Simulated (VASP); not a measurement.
A run of VASP 6.6.1:

The input INCAR:

```
SYSTEM = P
PREC = Accurate
ENCUT = 520
EDIFF = 1E-6
ISMEAR = 0
SIGMA = 0.1
LREAL = .False.
LASPH = .True.
NELM = 60
ALGO = Normal
ISIF = 2
LWAVE = .False.
LCHARG = .False.
GGA = PS
NBANDS = 18
```

KPOINTS

```
Automatic mesh
0
Gamma
  14 14 10
  0 0 0
```

File POSCAR:

```
P
1.0
    1.6559534494     -5.2179847606      0.0000000000
    1.6559534494      5.2179847606      0.0000000000
    0.0000000000      0.0000000000      4.2717390437
P
4
Direct
    0.8965533788      0.1034466212      0.0758043937
    0.6034466212      0.3965533788      0.5758043937
    0.1034466212      0.8965533788      0.9241956063
    0.3965533788      0.6034466212      0.4241956063
```

Potentials or basis: VASP PAW PBE potentials, release 64 (P).

The run is started by

```bash
$ cat potpaw_PBE.64/P/POTCAR > POTCAR
$ mpirun -np 1 vasp_std > vasp.out
```

Hardware: 1 thread of Intel(R) Xeon(R) 6975P-C (Granite Rapids) (shared host).

Question: How long does it take, and how much memory?

Answer: Run time: 4.2 min on 1 thread of Intel(R) Xeon(R) 6975P-C (Granite Rapids), on a shared host, peak memory 0.43 GiB. Counts: scf iterations 12, k points 342.
